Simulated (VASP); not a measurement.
Here is a VASP 6.6.1 calculation.

Contents of INCAR:

```
ALGO = Normal
EDIFF = 1E-6
ENCUT = 520
GGA = PS
GGA_COMPAT = False
ISIF = 2
ISMEAR = -1
ISPIN = 2
ISYM = -1
LASPH = True
LCHARG = False
LMAXMIX = 6
LORBIT = 11
LREAL = Auto
LWAVE = False
MAGMOM = 0 0 0 0 0 0 0 0 1 0 0 0 0 0 0 0 0 0 0 0 0 0 0 0 0 0 0 0 0 0 0 0 0 0 0 0 0 0 0
NBANDS = 193
NELECT = 329.0
NELM = 200
PREC = Accurate
SIGMA = 0.05
```

KPOINTS

```
explicit points
1
Reciprocal
  0.25000000   0.25000000   0.25000000 1
```

POSCAR

```
La8ScGa7O23
1.0
    7.7293080000      0.0000000000      0.0000000000
    0.0000000000      7.7293080000      0.0000000000
    0.0000000000      0.0000000000      7.7293080000
La Sc Ga O
8 1 7 23
Direct
    0.9908610000      0.9906770000      0.0136160000
    0.0072760000      0.9684950000      0.5140780000
    0.9934750000      0.4875630000      0.0109330000
    0.0067850000      0.4949870000      0.5219230000
    0.5001440000      0.0090150000      0.9765500000
    0.4983120000      0.0177900000      0.4919880000
    0.5038780000      0.5112900000      0.9824490000
    0.4964830000      0.5250180000      0.4762790000
    0.2494480000      0.2539920000      0.2502580000
    0.2474910000      0.2483070000      0.7503550000
    0.2615510000      0.7683740000      0.1973250000
    0.2538070000      0.7479860000      0.7710120000
    0.7495290000      0.2518290000      0.2535260000
    0.7505780000      0.2495450000      0.7447400000
    0.7515140000      0.7528930000      0.2492920000
    0.7501700000      0.7489130000      0.7490220000
    0.2104860000      0.2046940000      0.9963070000
    0.2890330000      0.2987490000      0.5070030000
    0.2161780000      0.7108750000      0.5193560000
    0.7893270000      0.2248740000      0.9990920000
    0.7003860000      0.2802960000      0.4997270000
    0.7084220000      0.7772590000      0.9996790000
    0.7936540000      0.7210580000      0.4989490000
    0.9928460000      0.3031020000      0.2800810000
    0.9969590000      0.2168850000      0.7035180000
    0.9986220000      0.7214330000      0.2080610000
    0.9942820000      0.7822750000      0.7890030000
    0.5062580000      0.2066470000      0.2139810000
    0.5016430000      0.2726010000      0.7949140000
    0.5076190000      0.7896620000      0.2930790000
    0.5083480000      0.7124300000      0.7153940000
    0.2175280000      0.0019760000      0.3072720000
    0.2849210000      0.0033520000      0.7154590000
    0.2900570000      0.5138610000      0.2107170000
    0.2131340000      0.4901310000      0.7976630000
    0.7972290000      0.0026820000      0.2790950000
    0.7150350000      0.9994660000      0.7228120000
    0.7057470000      0.5026970000      0.2190480000
    0.7857290000      0.4981200000      0.7788820000
```

Potentials or basis: VASP PAW PBE potentials, release 64 (La, Sc_sv, Ga_d, O).

Launch:

```bash
$ cat potpaw_PBE.64/La/POTCAR potpaw_PBE.64/Sc_sv/POTCAR potpaw_PBE.64/Ga_d/POTCAR potpaw_PBE.64/O/POTCAR > POTCAR
$ mpirun -np 1 vasp_std > vasp.out
```

Estimate the site moments.

La -0.03, -0.01, -0.00, -0.07 (each value once); Sc -0.02; Ga -0.01, -0.12, -0.14, -0.00 (each value once); O -0.00, -0.01, -0.02, -0.03, -0.04 (each value once) μB.

Estimate the net moment.

-0.82 μB per cell.

What does it give for the largest force?

0.061 eV/Å.

Forces in eV/Å, atoms in the order of the input:
```
La  -0.003  0.001 -0.001
La   0.000  0.002 -0.002
La  -0.001 -0.003  0.003
La  -0.002 -0.003 -0.001
La   0.008  0.008  0.004
La   0.002 -0.004 -0.006
La   0.007  0.000  0.002
La   0.001  0.001 -0.004
Sc  -0.014  0.013  0.005
Ga  -0.004  0.001 -0.008
Ga   0.004  0.009 -0.032
Ga   0.003  0.000  0.052
Ga   0.005  0.004  0.006
Ga   0.007  0.003 -0.009
Ga   0.000  0.000  0.006
Ga   0.002 -0.006 -0.009
O   -0.020 -0.033 -0.040
O    0.024  0.022  0.044
O   -0.009 -0.014 -0.038
O    0.007 -0.013 -0.002
O   -0.026  0.012  0.000
O   -0.023  0.018 -0.003
O    0.015 -0.011  0.000
O   -0.038  0.026  0.009
O    0.003 -0.011 -0.014
O    0.013 -0.014 -0.016
O    0.003  0.019  0.017
O    0.036 -0.028 -0.023
O   -0.002  0.008  0.028
O   -0.006  0.010  0.017
O   -0.005 -0.013 -0.004
O   -0.019 -0.051  0.026
O    0.017 -0.004 -0.002
O    0.018  0.047 -0.028
O   -0.002  0.006  0.021
O    0.018  0.000  0.004
O   -0.012  0.001 -0.002
O   -0.021 -0.003 -0.017
O    0.014  0.001  0.015
```

Caveat: the cell carries a net charge on a neutralising background, which shifts energy and pressure; the PAW data sets were made with another functional, which shifts forces and pressure a little.
